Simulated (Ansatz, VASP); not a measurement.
## Two plane-wave programs on PbS

```
CELL_PARAMETERS angstrom
2.98282 -2.98531 0.00000
2.98282 2.98531 0.00000
-2.09833 0.00000 22.20667
ATOMIC_POSITIONS crystal
Pb 0.73256 0.72212 0.93570
Pb 0.27788 0.26744 0.06430
S 0.24595 0.21579 0.94437
S 0.78421 0.75405 0.05563
```

Alike in both runs: task relaxation of cell and atoms; functional PBE; dispersion D3(BJ); k mesh 6 × 6 × 2; occupations gaussian, width 0.02 eV; no spin polarisation.

|  | VASP | Ansatz |
| --- | --- | --- |
| version | VASP 6.6.1 | Ansatz 0.2.0 |
| potentials or method | VASP PAW PBE potentials, release 64 (Pb_d, S), cutoff 600 eV | scalar-relativistic, plane waves, PAW |
| valence electrons in the cell | 40 | 40 |

```csv
,VASP,Ansatz,Ansatz less VASP
"gap on the k mesh at the Fermi level, each at its own relaxed structure (eV)",2.07,2.06,-0.018
relaxed volume (Å³/atom),98.24,97.93,-0.316
relaxed cell length with the largest relative difference (Å),22.326,22.267,-0.0588
```

Neither program's run includes spin-orbit coupling.
